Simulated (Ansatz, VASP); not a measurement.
This is a calculation of CuO for VASP 6.6.1.

Contents of INCAR:

```
PREC = Accurate
ENCUT = 520
EDIFF = 1E-6
ISMEAR = -1
SIGMA = 0.05
LREAL = F
LASPH = T
NELM = 60
ALGO = Normal
ISIF = 2
LWAVE = F
LCHARG = F
GGA = PS
NBANDS = 25
```

KPOINTS

```
Automatic mesh
0
Gamma
  8 8 6
```

The input POSCAR:

```
CuO
1.0
    3.2377759293      0.0000000000      0.0000000000
    0.0000000000      3.2377759293      0.0000000000
    0.0000000000      0.0000000000      4.7407223129
Cu O
2 2
Direct
    0.0000000000      0.0000000000      0.0000000000
    0.5000000000      0.5000000000      0.0000000000
    0.5000000000      0.0000000000      0.2670000000
    0.0000000000      0.5000000000      0.7330000000
```

Potentials or basis: VASP PAW PBE potentials, release 64 (Cu, O).

Command:

```console
$ cat potpaw_PBE.64/Cu/POTCAR potpaw_PBE.64/O/POTCAR > POTCAR
$ mpirun -np 1 vasp_std > vasp.out
```

Translate it to Ansatz 0.2.0. Potentials there: Ansatz PAW.

As run (the cutoff follows the program's own potentials):

input.yaml

```yaml
crystal:
  lattice:
    - [3.2377759293, 0.0, 0.0]
    - [0.0, 3.2377759293, 0.0]
    - [0.0, 0.0, 4.7407223129]
  atoms:
    - { symbol: Cu, position: [0.0, 0.0, 0.0] }
    - { symbol: Cu, position: [0.5, 0.5, 0.0] }
    - { symbol: O, position: [0.5, 0.0, 0.267] }
    - { symbol: O, position: [0.0, 0.5, 0.733] }
hamiltonian:
  xc: pbesol
  pseudopotentials: { kind: paw }
kpoints:
  mp_grid: { grid: [8, 8, 6] }
scf:
  occupations: { method: fermi_dirac, width: 0.05 }
output:
  forces: true
  stress: true
  eigenvalues: true
```

Potentials or basis: Ansatz PAW.

Launch:

```sh
$ ansatz run input.yaml --threads 2 --pin off --max-ram 5632MiB --backend cpu --events-out ev --progress --plain --runs-dir out
```

Both were run:

|  | VASP | Ansatz | Ansatz less VASP |
| --- | --- | --- | --- |
| gap on the k mesh at the Fermi level (eV) | none | none | - |
| pressure (GPa) | 1.6 | 1.2 | -0.41 |
| traceless stress, the component that is largest in VASP (GPa) | -19.42 | -19.22 | +0.205 |
| rms of the force components (eV/Å) | 0.760 | 0.788 | +0.0282 |

VASP's potentials were made for PBE, not for PBEsol. Atom by atom the forces differ by 0.028 eV/Å (rms over components). A gap of «none» marks a metal or a gap that the smearing closes. With one functional, cell and mesh, what is left measures potentials, basis and numerics. VASP's potentials hold 34 valence electrons a cell and Ansatz's 50, so a difference there can come from the potentials and not from the codes.
